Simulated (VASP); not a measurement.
# ScAl3N3: relaxation of cell and atoms with PBE

The system is ScAl3N3.

```
CELL_PARAMETERS angstrom
4.66548 0.00000 0.00000
-2.33274 4.04042 0.00000
0.00000 0.00000 6.28252
ATOMIC_POSITIONS crystal
Sc 0.00000 0.00000 0.50000
Al 0.50000 0.00000 0.00000
Al 0.00000 0.50000 0.00000
Al 0.50000 0.50000 0.00000
N 0.33333 0.66667 0.50000
N 0.66667 0.33333 0.50000
N 0.00000 0.00000 0.00000
```

The cell was generated, and may not be a known phase.

```
Program                : VASP 6.6.1
Task                   : relaxation of cell and atoms
Functional             : PBE
Potentials or basis    : VASP PAW PBE potentials, release 64 (Sc_sv, Al, N)
Cutoff                 : 600 eV
k mesh                 : 4 × 4 × 3
Occupations            : gaussian, width 0.2 eV
Spin                   : no spin polarisation
Dipole correction      : no
Further INCAR settings : ALGO = Normal; EDIFF = 1e-07; IBRION = 2; EDIFFG = -0.08; NSW = 36; ISIF = 3
```

```yaml
Relaxed_volume: 12.57 Å³/atom
Relaxed_cell: a = 5.127 Å, b = 5.127 Å, c = 3.863 Å, α = 90.00°, β = 90.00°, γ = 120.00°
Space_group_after_relaxing_to_0.1_Å: P6/mmm (No. 191)
Pressure_after_relaxing: -0.1 GPa
Band_gap_on_the_k_mesh: zero (an odd number of electrons rules out a gap without spin polarisation)
```

Stress tensor (GPa, compression positive):
```
 0.09  0.00  0.00
 0.00  0.09  0.00
 0.00  0.00 -0.43
```

Final structure:
```yaml
crystal:
  lattice:
    - [5.12749, 0.00000, 0.00000]
    - [-2.56375, 4.44054, 0.00000]
    - [0.00000, 0.00000, 3.86322]
  atoms:
    - { symbol: Sc, position: [0.00000, 0.00000, 0.50000] }
    - { symbol: Al, position: [0.50000, 0.00000, 0.00000] }
    - { symbol: Al, position: [0.00000, 0.50000, 0.00000] }
    - { symbol: Al, position: [0.50000, 0.50000, 0.00000] }
    - { symbol: N, position: [0.33333, 0.66667, 0.50000] }
    - { symbol: N, position: [0.66667, 0.33333, 0.50000] }
    - { symbol: N, position: [0.00000, 0.00000, 0.00000] }
```

Levels at points of the mesh, in eV from the Fermi level:
```
           k point  band 16  band 17  band 18  band 19  band 20  band 21
(0.00, 0.00, 0.00)    -1.60    -1.60    -1.56     0.60     0.60     1.49
(0.50, 0.00, 0.00)    -2.42    -1.91    -1.43     0.37     0.44     1.06
```

Run time: 16 min on 1 thread of Intel Xeon 8259CL (shared host), peak memory 0.31 GiB.

Caveat: the k points lie up to 0.54 Å⁻¹ apart in the final cell, too coarse for converged energies and pressures of a metal; the volume moved by over 15 % at a fixed basis, so the end points are rough.
